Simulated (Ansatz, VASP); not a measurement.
## Two plane-wave programs on B3P

File INCAR:

```
SYSTEM = B3P
PREC     = Accurate       ! precision mode
ENCUT    = 500            ! plane-wave cutoff, eV
EDIFF    = 1E-7           ! SCF threshold, eV
ISMEAR   = 0              ! smearing method
SIGMA    = 0.1            ! smearing width, eV
LREAL    = .FALSE.        ! projectors in reciprocal space
LASPH    = .TRUE.         ! aspherical terms in the spheres
NELM     = 120            ! most SCF steps
ALGO     = Normal         ! electronic algorithm
ISIF     = 3              ! what is computed and relaxed
LWAVE    = .FALSE.        ! write WAVECAR
LCHARG   = .FALSE.        ! write CHGCAR
GGA      = PE             ! functional
IBRION   = 2              ! ionic algorithm
NSW      = 90             ! ionic steps
EDIFFG   = -0.04          ! ionic threshold
GGA_COMPAT= .FALSE.      
NELMIN   = 4
```

KPOINTS

```
regular mesh
0
G
  6 6 6
  0 0 0
```

The input POSCAR:

```
B3P
1.0
    3.9276286300      0.0000000000      0.0000000000
   -1.9638143200      3.4014261700      0.0000000000
    0.0000000000      0.0000000000      3.3219461100
B P
3 1
Direct
    0.5603524900      0.4396475100      0.5000000000
    0.5603524900      0.1207049800      0.5000000000
    0.8792950200      0.4396475100      0.5000000000
    0.3333333300      0.6666666700      0.0000000000
```

Input for Ansatz:

```yaml
crystal:
  lattice:
    - [3.92762863, 0.0, 0.0]
    - [-1.96381432, 3.40142617, 0.0]
    - [0.0, 0.0, 3.32194611]
  atoms:
    - { symbol: B, position: [0.56035249, 0.43964751, 0.5] }
    - { symbol: B, position: [0.56035249, 0.12070498, 0.5] }
    - { symbol: B, position: [0.87929502, 0.43964751, 0.5] }
    - { symbol: P, position: [0.33333333, 0.66666667, 0.0] }
basis:
  ecutwfc: 420
kpoints:
  mp_grid: { grid: [6, 6, 6] }
hamiltonian:
  xc: pbe
scf:
  occupations: { method: gaussian, width: 0.1 }
  lower_state_search: "off"
output:
  forces: true
  stress: true
  eigenvalues: true
relax:
  adjacent_minimum: "off"
  f_tol: 0.04
  max_steps: 70
  cell: { stress_tol: 0.4 }
```

Alike in both runs: task relaxation of cell and atoms; functional PBE; k mesh 6 × 6 × 6; occupations gaussian, width 0.1 eV; no spin polarisation.

|  | VASP | Ansatz |
| --- | --- | --- |
| version | VASP 6.6.1 | Ansatz 0.2.0 |
| potentials or method | VASP PAW PBE potentials, release 64 (B, P), cutoff 500 eV | scalar-relativistic, plane waves, PAW |
| valence electrons in the cell | 14 | 14 |

|  | VASP | Ansatz | Ansatz less VASP |
| --- | --- | --- | --- |
| gap on the k mesh at the Fermi level, each at its own relaxed structure (eV) | none | none | - |
| relaxed volume (Å³/atom) | 9.97 | 10.64 | +0.676 |
| relaxed cell length with the largest relative difference (Å) | 3.285 | 2.942 | -0.3430 |

A gap of «none» marks a metal or a gap that the smearing closes. One of these differences is far larger than is usual between the two programs; its cause wasn't traced.
